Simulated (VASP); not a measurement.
# BN (P6_3/mmc) in VASP: notebook, part 2 of 2

VASP 6.6.1. The steps go on from the part before.

**3. Single point, PBEsol (equal xx and yy strain of +2 %)**

The input, INCAR:

```
PREC = Accurate ; ENCUT = 520
EDIFF = 1E-6 ; ISMEAR = -1
SIGMA = 0.02 ; LREAL = F
LASPH = T ; NELM = 100
ALGO = Normal ; ISIF = 2
LWAVE = F ; LCHARG = T
GGA = PS ; LELF = T
LVHAR = T ; NBANDS = 16
```

The input, KPOINTS:

```
Automatic mesh
0
Gamma
  11 11 4
```

The input, POSCAR:

```
BN
1.0
    2.5540715384      0.0000000000      0.0000000000
   -1.2770357692      2.2118908353      0.0000000000
    0.0000000000      0.0000000000      6.6612000000
B N
2 2
Direct
    0.3333333333      0.6666666667      0.2500000000
    0.6666666667      0.3333333333      0.7500000000
    0.3333333333      0.6666666667      0.7500000000
    0.6666666667      0.3333333333      0.2500000000
```

Potentials or basis: VASP PAW PBE potentials, release 64 (B, N).

The run is started by

```console
$ cat potpaw_PBE.64/B/POTCAR potpaw_PBE.64/N/POTCAR > POTCAR
$ mpirun -np 1 vasp_std > vasp.out
```

OUTCAR:

```text
PREC = Accurate
   ENCUT = 520
   EDIFF = 1E-6
   ISMEAR = -1
   LREAL = F
   LASPH = T
   NELM = 100
   ISIF = 2
   GGA = PS

 ion  position               nearest neighbor table
   1  0.333  0.667  0.250-   4 1.47   4 1.47   4 1.47
   2  0.667  0.333  0.750-   3 1.47   3 1.47   3 1.47
   3  0.333  0.667  0.750-   2 1.47   2 1.47   2 1.47
   4  0.667  0.333  0.250-   1 1.47   1 1.47   1 1.47

  LATTYP: Found a hexagonal cell.
 ALAT       =     2.5540715384
 C/A-ratio  =     2.6080710348

  Lattice vectors:

 A1 = (   2.5540715384,   0.0000000000,   0.0000000000)
 A2 = (  -1.2770357692,   2.2118908353,   0.0000000000)
 A3 = (   0.0000000000,   0.0000000000,   6.6612000000)

Analysis of symmetry for initial positions (statically):
=====================================================================
 Subroutine PRICEL returns:
 Original cell was already a primitive cell.

 Routine SETGRP: Setting up the symmetry group for a
 hexagonal supercell.

 Subroutine GETGRP returns: Found 24 space group operations
 (whereof 12 operations were pure point group operations)
 out of a pool of 24 trial point group operations.

[... 171 lines left out ...]
 cond. band min:       6.0740991569   @ k =   0.4545   0.0909   0.0000
 fundamental gap:      4.1270336587
 Fermi energy:         2.4395857860

 k-point     1 :       0.0000    0.0000    0.0000
  band No.  band energies     occupation
      1     -15.4947      2.00000
      2     -15.1922      2.00000
      3      -4.0775      2.00000
      4      -1.8889      2.00000
      5       0.5442      2.00000
      6       0.5442      2.00000
[... 433 lines left out ...]
      3      -2.7654      2.00000
      4      -2.7136      2.00000
      5      -2.3406      2.00000
      6      -1.1745      2.00000
[... 8 lines left out ...]
     15      16.0416      0.00000
     16      16.2698      0.00000

 [... further k-points ...]

------------------------ aborting loop because EDIFF is reached ----------------------------------------

  FORCE on cell =-STRESS in cart. coord.  units (eV):
  Direction    XX          YY          ZZ          XY          YZ          ZX
  --------------------------------------------------------------------------------------
  -------------------------------------------------------------------------------------
  Total       -4.4394843     -4.4394843      0.1396785      0.0000000      0.0000000     -0.0000000
  in kB     -189.0139637   -189.0139637      5.9469053      0.0000000      0.0000000     -0.0000000
  external PRESSURE =    -124.0270074 kB  Pullay stress =       0.0000000 kB

 VOLUME and BASIS-vectors are now :
 -----------------------------------------------------------------------------
  energy-cutoff  :      520.00
  volume of cell :       37.63
      direct lattice vectors                 reciprocal lattice vectors
     2.554071538  0.000000000  0.000000000     0.391531711  0.226050939  0.000000000
    -1.277035769  2.211890835  0.000000000     0.000000000  0.452101878  0.000000000
     0.000000000  0.000000000  6.661200000     0.000000000  0.000000000  0.150123101

 POSITION                                       TOTAL-FORCE (eV/Angst)
 -----------------------------------------------------------------------------------
     -0.00000      1.47459      1.66530         0.000000     -0.000000      0.000000
      1.27704      0.73730      4.99590         0.000000      0.000000      0.000000
     -0.00000      1.47459      4.99590         0.000000     -0.000000      0.000000
      1.27704      0.73730      1.66530        -0.000000      0.000000      0.000000
 -----------------------------------------------------------------------------------
    total drift:                                0.000000     -0.000000      0.000000

  FREE ENERGIE OF THE ION-ELECTRON SYSTEM (eV)
  ---------------------------------------------------
  free  energy   TOTEN  =       -36.4813552710 eV

  energy  without entropy=      -36.4813552710  energy(sigma->0) =      -36.48135527
```

OSZICAR:

```text
N       E                     dE             d eps       ncg     rms          rms(c)
DAV:   1     0.450427922945E+02    0.45043E+02   -0.77755E+03  1544   0.911E+02
DAV:   2    -0.363591742204E+02   -0.81402E+02   -0.74539E+02  2136   0.216E+02
DAV:   3    -0.395206715766E+02   -0.31615E+01   -0.31509E+01  1984   0.423E+01
DAV:   4    -0.395410404672E+02   -0.20369E-01   -0.20366E-01  1944   0.372E+00
DAV:   5    -0.395412296651E+02   -0.18920E-03   -0.18920E-03  1976   0.346E-01    0.105E+01
DAV:   6    -0.367851002306E+02    0.27561E+01   -0.46234E+00  1960   0.163E+01    0.474E+00
DAV:   7    -0.365599529579E+02    0.22515E+00   -0.43546E-01  2064   0.487E+00    0.298E+00
DAV:   8    -0.364853245795E+02    0.74628E-01   -0.20110E-01  2008   0.294E+00    0.458E-01
DAV:   9    -0.364807074657E+02    0.46171E-02   -0.13169E-02  1736   0.916E-01    0.162E-01
DAV:  10    -0.364812789024E+02   -0.57144E-03   -0.10630E-03  1880   0.242E-01    0.303E-02
DAV:  11    -0.364813490852E+02   -0.70183E-04   -0.61615E-05  1872   0.622E-02    0.187E-02
DAV:  12    -0.364813551588E+02   -0.60736E-05   -0.17582E-05  1728   0.289E-02    0.203E-03
DAV:  13    -0.364813552710E+02   -0.11218E-06   -0.42449E-07  1600   0.503E-03
   1 F= -.36481355E+02 E0= -.36481355E+02  d E =-.436504E-12
```

stdout:

```text
POSCAR found type information on POSCAR B N
 POSCAR found :  2 types and       4 ions
 scaLAPACK will be used
 -----------------------------------------------------------------------------
|                                                                             |
|                                                                             |
|     You enforced a specific xc type in the INCAR file but a different       |
|     I HOPE YOU KNOW WHAT YOU ARE DOING!                                     |
|                                                                             |
 -----------------------------------------------------------------------------

 LDA part: xc-table for (Slater+PW92), standard interpolation
 POSCAR, INCAR and KPOINTS ok, starting setup
 FFT: planning ... GRIDC
 FFT: planning ... GRID_SOFT
 FFT: planning ... GRID
 WAVECAR not read
 entering main loop
```

Wall time 44 s (1 thread of Intel Xeon 8259CL, shared host); peak memory 0.16 GiB.

Results:

```yaml
Free_energy: -36.4814 eV
Pressure: -12.4 GPa
Band_gap_on_the_k_mesh: 4.13 eV, indirect (least direct gap 4.45 eV)
```

Caveat: the cell differs from its parent crystal (equal xx and yy strain of +2 %); the PAW data sets were made with another functional, which shifts forces and pressure a little; this functional lacks dispersion, which binds the layers, so the pressure and a relaxed spacing across them are unreliable.
